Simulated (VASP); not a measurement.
A run of VASP 6.6.1 is set up as follows.

The input INCAR:

```
PREC = Accurate
ENCUT = 500
EDIFF = 1E-6
ISMEAR = -1
SIGMA = 0.05
LREAL = False
LASPH = True
NELM = 120
ALGO = Normal
ISIF = 2
LWAVE = False
LCHARG = False
GGA = CA
NBANDS = 12
GGA_COMPAT = False
```

Contents of KPOINTS:

```
Automatic mesh
0
Gamma
  15 15 15
```

Contents of POSCAR:

```
P
1.0
    0.0000000000      2.6700000000      2.6700000000
    2.6700000000      0.0000000000      2.6700000000
    2.6700000000      2.6700000000      0.0000000000
P
2
Direct
    1.0000000000      1.0000000000      1.0000000000
    0.2500000000      0.2500000000      0.2500000000
```

Potentials or basis: VASP PAW LDA potentials, release 64 (P).

Command:

```bash
$ cat potpaw_LDA.64/P/POTCAR > POTCAR
$ mpirun -np 1 vasp_std > vasp.out
```

Q: What does it give for the band gap on the k mesh?

A: Zero (bands 5 and 6 overlap by 2.34 eV).

Q: What does it give for the pressure?

A: -0.1 GPa.
